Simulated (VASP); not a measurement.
A run of VASP 6.6.1:

INCAR

```
ALGO     = Normal         # electronic algorithm
EDIFF    = 1E-6           # SCF threshold, eV
ENCUT    = 520            # plane-wave cutoff, eV
GGA      = PE             # functional
GGA_COMPAT= False        
ISIF     = 2              # what is computed and relaxed
ISMEAR   = -1             # smearing method
IVDW     = 13             # dispersion correction
LASPH    = True           # aspherical terms in the spheres
LCHARG   = False          # write CHGCAR
LREAL    = False          # projectors in reciprocal space
LWAVE    = False          # write WAVECAR
NBANDS   = 46             # bands
NELM     = 120            # most SCF steps
PREC     = Accurate       # precision mode
SIGMA    = 0.15           # smearing width, eV
```

The input KPOINTS:

```
k-points
0
Gamma
  3 3 3
```

The input POSCAR:

```
GaN
1.0
    0.0000000000      4.5047510000      4.5047510000
    4.5047510000      0.0000000000      4.5047510000
    2.2523750000      2.2523750000      0.0000000000
Ga N
4 4
Direct
   -0.0005323269      0.0036892161      0.0146218991
    0.0032030627      0.5018594812     -0.0117808979
    0.5072895261     -0.0074439187     -0.0036117432
    0.4987645266      0.5002627226     -0.0126857206
    0.1388833700      0.1178171668      0.2770209224
    0.0965092188      0.6193205795      0.2934604584
    0.6449219946      0.1233295692      0.2155298296
    0.6133195819      0.6275740879      0.2567179089
```

Potentials or basis: VASP PAW PBE potentials, release 64 (Ga_d, N).

The run is started by

```bash
$ cat potpaw_PBE.64/Ga_d/POTCAR potpaw_PBE.64/N/POTCAR > POTCAR
$ mpirun -np 1 vasp_std > vasp.out
```

Hardware: 1 thread of AMD EPYC 9R45 96-Core Processor (Zen 5), with other jobs on the host.

Q: Estimate the wall time of this run.

A: Wall time 51 s on 1 thread of AMD EPYC 9R45 96-Core Processor (Zen 5), with other jobs on the host, peak memory 0.21 GiB. Counts: scf iterations 16, k points 14.
